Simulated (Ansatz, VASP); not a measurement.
Ba in VASP and in Ansatz

```xyz
1
Lattice="0.0000 3.0814 3.0814 3.0814 0.0000 3.0814 3.0814 3.0814 0.0000" Properties=species:S:1:pos:R:3 pbc="T T T"
Ba    0.0000    0.0000    0.0000
```

Alike in both runs: functional PBEsol; k mesh 12 × 12 × 12; occupations fermi-dirac, width 0.05 eV; no spin polarisation.

Ansatz relaxed the structure, and its values are those at the end. VASP's run is a single point on that final structure, the one shown.

```csv
,VASP,Ansatz
version,VASP 6.6.1,Ansatz 0.2.0
potentials or method,"VASP PAW PBE potentials, release 64 (Ba_sv)","PAW with Ansatz's default frozen-core files, scalar-relativistic"
plane-wave cutoff (eV),520,420
valence electrons in the cell,10,10
```

```csv
,VASP,Ansatz,Ansatz less VASP
pressure (GPa),0.1,0.0,-0.08
```

VASP's potentials were made for PBE, not for PBEsol. The functional is the same, so the differences come from potentials, cutoffs and numerics.

Spin-orbit coupling is off throughout.
